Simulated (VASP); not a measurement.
# As in VASP: a series of runs, part 2 of 2

VASP 6.6.1. Earlier steps stand in the parts before.

## 3. Relaxation of cell and atoms, PBE

This run uses another cell than the first one: it holds 4 atoms, not 8.

Input file INCAR:

```
PREC = Accurate ; ENCUT = 600
EDIFF = 1E-7 ; ISMEAR = 0
SIGMA = 0.02 ; LREAL = False
LASPH = True ; NELM = 100
ALGO = Normal ; ISIF = 3
LWAVE = False ; LCHARG = False
GGA = PE ; IBRION = 2
NSW = 100 ; EDIFFG = -0.01
```

Input file KPOINTS:

```
regular mesh
0
Gamma
  8 8 8
```

Input file POSCAR:

```
As
1.0
   -2.8897076105      2.8897076105      2.8897076105
    2.8897076105     -2.8897076105      2.8897076105
    2.8897076105      2.8897076105     -2.8897076105
As
4
Direct
    0.0698485237      0.0698485237      0.0698485237
    0.5000000000      0.0000000000      0.4301514763
    0.0000000000      0.4301514763      0.5000000000
    0.4301514763      0.5000000000      0.0000000000
```

Potentials or basis: VASP PAW PBE potentials, release 64 (As).

The run is started by

```
$ cat potpaw_PBE.64/As/POTCAR > POTCAR
$ mpirun -np 1 vasp_std > vasp.out
```

OUTCAR:

```text
PREC = Accurate
   ENCUT = 600
   EDIFF = 1E-7
   ISMEAR = 0
   LREAL = False
   LASPH = True
   NELM = 100
   ISIF = 3
   GGA = PE
   IBRION = 2
   NSW = 100
   EDIFFG = -0.01

 ion  position               nearest neighbor table
   1  0.070  0.070  0.070-   2 2.52   3 2.52   4 2.52
   2  0.500  0.000  0.430-   1 2.52   3 2.52   4 2.52
   3  0.000  0.430  0.500-   1 2.52   4 2.52   2 2.52
   4  0.430  0.500  0.000-   1 2.52   2 2.52   3 2.52

  LATTYP: Found a body centered cubic cell.
 ALAT       =     5.7794152210

  Lattice vectors:

 A1 = (  -2.8897076105,   2.8897076105,   2.8897076105)
 A2 = (   2.8897076105,  -2.8897076105,   2.8897076105)
 A3 = (   2.8897076105,   2.8897076105,  -2.8897076105)

Analysis of symmetry for initial positions (statically):
=====================================================================
 Subroutine PRICEL returns:
 Original cell was already a primitive cell.

 Routine SETGRP: Setting up the symmetry group for a
 body centered cubic supercell.

 Subroutine GETGRP returns: Found 12 space group operations
 (whereof  3 operations were pure point group operations)
 out of a pool of 48 trial point group operations.

The static configuration has the point symmetry C_3 .
 The point group associated with its full space group is T   .

Analysis of symmetry for dynamics (positions and initial velocities):
=====================================================================
 Subroutine PRICEL returns:
 Original cell was already a primitive cell.

 Routine SETGRP: Setting up the symmetry group for a
 body centered cubic supercell.

 Subroutine GETGRP returns: Found 12 space group operations
 (whereof  3 operations were pure point group operations)
 out of a pool of 48 trial point group operations.

The dynamic configuration has the point symmetry C_3 .
 The point group associated with its full space group is T   .

 Subroutine INISYM returns: Found 12 space group operations
 (whereof  3 operations are pure point group operations),
 and found     1 'primitive' translations

----------------------------------------------------------------------------------------

                                     Primitive cell

  volume of cell :      96.5210

  direct lattice vectors                    reciprocal lattice vectors
    -2.889707610  2.889707610  2.889707610     0.000000000  0.173027886  0.173027886
     2.889707610 -2.889707610  2.889707610     0.173027886  0.000000000  0.173027886
     2.889707610  2.889707610 -2.889707610     0.173027886  0.173027886  0.000000000

  length of vectors
     5.005120400  5.005120400  5.005120400     0.244698384  0.244698384  0.244698384

  position of ions in fractional coordinates (direct lattice)
     0.069848524  0.069848524  0.069848524
     0.500000000  0.000000000  0.430151476
     0.000000000  0.430151476  0.500000000
     0.430151476  0.500000000  0.000000000

  ion indices of the primitive-cell ions
   primitive index   ion index
                 1           1
                 2           2
                 3           3
[... 62 lines left out ...]
   NGXF,Y,Z  is equivalent  to a cutoff of  26.57, 26.57, 26.57 a.u.
 SYSTEM =  unknown system
   PREC   = accura    normal or accurate (medium, high low for compatibility)
   ISTART =      0    job   : 0-new  1-cont  2-samecut
   ICHARG =      2    charge: 1-file 2-atom 10-const
   ISPIN  =      1    spin polarized calculation?
   LNONCOLLINEAR =      F non collinear calculations
   LSORBIT =      F    spin-orbit coupling
   LASPH  =      T    aspherical Exc in radial PAW
   ENCUT  =  600.0 eV  44.10 Ry    6.64 a.u.  10.00 10.00 10.00*2*pi/ulx,y,z
   NELM   =    100;   NELMIN=  2; NELMDL= -5     # of ELM steps
   EDIFF  = 0.1E-06   stopping-criterion for ELM
   LREAL  =      F    real-space projection
   EDIFFG = -.1E-01   stopping-criterion for IOM
   NSW    =    100    number of steps for IOM
   IBRION =      2    ionic relax: 0-MD 1-quasi-New 2-CG
   NFREE  =      1    steps in history (QN), initial steepest desc. (CG)
   ISIF   =      3    stress and relaxation
   ISYM   =      2    0-nonsym 1-usesym 2-fastsym
   POTIM  = 0.5000    time-step for ionic-motion
   TEBEG  =    0.0;   TEEND  =   0.0 temperature during run
   PSTRESS=    0.0 pullay stress
   NELECT =      20.0000    total number of electrons
   NUPDOWN=      -1.0000    fix difference up-down
   EMIN   =  10.00;   EMAX   =-10.00  energy-range for DOS
   EFERMI =   0.00;   METHOD = LEGACY
   ISMEAR =     0;   SIGMA  =   0.02  broadening in eV -4-tet -1-fermi 0-gaus
   EFERMI_NEDOS =   21; number of points for ismear=-14 and -15
   IALGO  =     38    algorithm
   IMIX   =      4    mixing-type and parameters
     AMIX     =   0.40;   BMIX     =  1.00
     AMIX_MAG =   1.60;   BMIX_MAG =  1.00
  volume/ion in A,a.u.               =      24.13       162.84
  Fermi-wavevector in a.u.,A,eV,Ry     =   0.968748  1.830669 12.768703  0.938473
  Thomas-Fermi vector in A             =   2.098743
   LORBIT       =      0    0 simple, 1 ext, 2 COOP (PROOUT), +10 PAW based schemes
   GGA     = PE    functional components
   LHFCALC =     F    Hartree Fock is set to
   AEXX    =    0.0000 exact exchange contribution
   IVDW    =     0    specifies the selected vdW correction
   LEPSILON=     F    determine dielectric tensor
   LRPA    =     F    only Hartree local field effects (RPA)
 conjugate gradient relaxation of ions
 non-spin polarized calculation
 Gauss-broadening in eV      SIGMA  =   0.02
  energy-cutoff  :      600.00
  volume of cell :       96.52
 maximum number of plane-waves:      3300
   NGX = 19   NGY = 19   NGZ = 19

--------------------------------------- Ionic step        1  -------------------------------------------

 number of electron      20.0000000 magnetization

 Free energy of the ion-electron system (eV)
  ---------------------------------------------------
  ext. energy  EPLUGINS =         0.00000000
  ---------------------------------------------------
  free energy    TOTEN  =       -18.54258992 eV

  energy without entropy =      -18.54258992  energy(sigma->0) =      -18.54258992

------------------------ aborting loop because EDIFF is reached ----------------------------------------

  FORCE on cell =-STRESS in cart. coord.  units (eV):
  Direction    XX          YY          ZZ          XY          YZ          ZX
  --------------------------------------------------------------------------------------
  -------------------------------------------------------------------------------------
  Total        0.3105590      0.3105590      0.3105590      0.0000000      0.0000000      0.0000000
  in kB        5.1550512      5.1550512      5.1550512      0.0000000      0.0000000      0.0000000
  external PRESSURE =       5.1550512 kB  Pullay stress =       0.0000000 kB
[... 139 lines left out ...]
--------------------------------------- Ionic step        5  -------------------------------------------

 number of electron      20.0000002 magnetization

 Free energy of the ion-electron system (eV)
  ---------------------------------------------------
  ext. energy  EPLUGINS =         0.00000000
  ---------------------------------------------------
  free energy    TOTEN  =       -18.54511475 eV

  energy without entropy =      -18.54511475  energy(sigma->0) =      -18.54511475

 E-fermi :   3.7435     XC(G=0):  -9.2990

 val. band max:        3.6318890813   @ k =  -0.3750   0.3750   0.2500
 cond. band min:       4.4095865771   @ k =  -0.2500   0.2500   0.1250
 fundamental gap:      0.7776974958
 Fermi energy:         3.7435413044

 k-point     1 :       0.0000    0.0000    0.0000
  band No.  band energies     occupation
      1     -10.2862      2.00000
      2      -5.2917      2.00000
      3      -5.2917      2.00000
      4      -5.2917      2.00000
      5      -0.1532      2.00000
      6      -0.1532      2.00000
      7       0.6814      2.00000
      8       0.6814      2.00000
      9       0.6814      2.00000
     10       1.2040      2.00000
     11       5.5417      0.00000
     12       5.5417      0.00000
     13       5.5417      0.00000
     14       9.2868      0.00000
[... 377 lines left out ...]
      1      -9.0217      2.00000
      2      -7.9053      2.00000
      3      -6.5837      2.00000
      4      -3.7590      2.00000
      5      -1.2319      2.00000
      6      -0.0843      2.00000
      7       0.4597      2.00000
      8       1.7145      2.00000
      9       2.3921      2.00000
     10       3.3722      2.00000
     11       5.3614      0.00000
     12       6.3171      0.00000
     13       6.7852      0.00000
     14       7.3090      0.00000

 [... further k-points ...]

------------------------ aborting loop because EDIFF is reached ----------------------------------------

  FORCE on cell =-STRESS in cart. coord.  units (eV):
  Direction    XX          YY          ZZ          XY          YZ          ZX
  --------------------------------------------------------------------------------------
  -------------------------------------------------------------------------------------
  Total        0.0080748      0.0080748      0.0080748      0.0000000     -0.0000000      0.0000000
  in kB        0.1320369      0.1320369      0.1320369      0.0000000     -0.0000000      0.0000000
  external PRESSURE =       0.1320369 kB  Pullay stress =       0.0000000 kB
[... 19 lines left out ...]
  FREE ENERGIE OF THE ION-ELECTRON SYSTEM (eV)
  ---------------------------------------------------
  free  energy   TOTEN  =       -18.5451147484 eV

  energy  without entropy=      -18.5451147484  energy(sigma->0) =      -18.54511475

 reached required accuracy - stopping structural energy minimisation
```

OSZICAR:

```text
N       E                     dE             d eps       ncg     rms          rms(c)
DAV:   1     0.831886640139E+02    0.83189E+02   -0.86224E+03   980   0.133E+03
DAV:   2    -0.125562650053E+02   -0.95745E+02   -0.93120E+02  1264   0.179E+02
DAV:   3    -0.185064535395E+02   -0.59502E+01   -0.59243E+01  1292   0.482E+01
[... 42 lines left out ...]
DAV:   4    -0.185451125937E+02    0.25737E-04   -0.82197E-05  1274   0.501E-02    0.161E-02
DAV:   5    -0.185451140941E+02   -0.15003E-05   -0.30887E-06  1112   0.115E-02    0.404E-03
DAV:   6    -0.185451145974E+02   -0.50330E-06   -0.32048E-07  1234   0.369E-03    0.872E-04
DAV:   7    -0.185451147557E+02   -0.15828E-06   -0.22653E-08   610   0.971E-04    0.336E-04
DAV:   8    -0.185451147484E+02    0.73059E-08   -0.58945E-09   568   0.493E-04
   5 F= -.18545115E+02 E0= -.18545115E+02  d E =-.126792E-02
```

It took 81 s on 1 thread of AMD EPYC 9R45 (Zen 5), shared host; peak memory 0.24 GiB.

What came out:

```
Free energy                           : -18.5451 eV
Relaxed volume                        : 24.50 Å³/atom
Relaxed cell                          : a = 5.030 Å, b = 5.030 Å, c = 5.030 Å, α = 109.47°, β = 109.47°, γ = 109.47°
Space group after relaxing (to 0.1 Å) : I2_13 (No. 199)
Energy gained by relaxing             : 0.6 meV/atom
Ionic steps                           : 5
Pressure after relaxing               : 0.0 GPa
Largest force after relaxing          : 0.007 eV/Å
Band gap on the k mesh                : 0.78 eV (least direct gap 1.36 eV)
```

Forces in eV/Å, atoms in the order of the input:
```
As   0.004  0.004  0.004
As  -0.004 -0.004  0.004
As  -0.004  0.004 -0.004
As   0.004 -0.004 -0.004
```

The path:
```tsv
step	energy change (eV)	largest force (eV/Å)	pressure (GPa)	volume (Å³)
1	0.0000	0.0015	0.52	96.52
2	-0.0011	0.0772	-0.18	97.61
3	-0.0013	0.0568	0.00	97.31
4	-0.0018	0.0434	0.01	97.49
5	-0.0025	0.0068	0.01	97.98
```

Final structure:
```cif
data_structure
_symmetry_space_group_name_H-M 'P 1'
_symmetry_Int_Tables_number 1
_cell_length_a 5.0302
_cell_length_b 5.0302
_cell_length_c 5.0302
_cell_angle_alpha 109.471
_cell_angle_beta 109.471
_cell_angle_gamma 109.471
_cell_volume 97.98
loop_
_atom_site_label
_atom_site_type_symbol
_atom_site_fract_x
_atom_site_fract_y
_atom_site_fract_z
_atom_site_occupancy
As1 As 0.07178 0.07178 0.07178 1
As2 As 0.50000 0.00000 0.42822 1
As3 As 0.00000 0.42822 0.50000 1
As4 As 0.42822 0.50000 0.00000 1
```
